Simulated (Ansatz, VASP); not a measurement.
# Cs2Cl: VASP beside Ansatz

```
Cs Cl
1.0
     3.10527    1.79283    5.08766
    -3.10527    1.79283    5.08766
     0.00000   -3.58565    5.08766
Cs Cl
2 1
Cartesian
  0.0000 0.0000 3.8172
  0.0000 0.0000 11.4458
  0.0000 0.0000 0.0000
```

Alike in both runs: task relaxation of cell and atoms; functional PBE; k mesh 9 × 9 × 9; occupations gaussian, width 0.1 eV; no spin polarisation.

|  | VASP | Ansatz |
| --- | --- | --- |
| version | VASP 6.6.1 | Ansatz 0.2.0 |
| potentials or method | VASP PAW PBE potentials, release 64 (Cs_sv, Cl), cutoff 600 eV | scalar-relativistic, plane waves, PAW |
| valence electrons in the cell | 25 | 25 |

|  | VASP | Ansatz | Ansatz less VASP |
| --- | --- | --- | --- |
| gap on the k mesh at the Fermi level, each at its own relaxed structure (eV) | none | none | - |
| relaxed volume (Å³/atom) | 57.04 | 56.65 | -0.387 |
| relaxed cell length with the largest relative difference (Å) | 6.239 | 6.224 | -0.0146 |

A gap of «none» marks a metal or a gap that the smearing closes.

Neither program's run includes spin-orbit coupling.
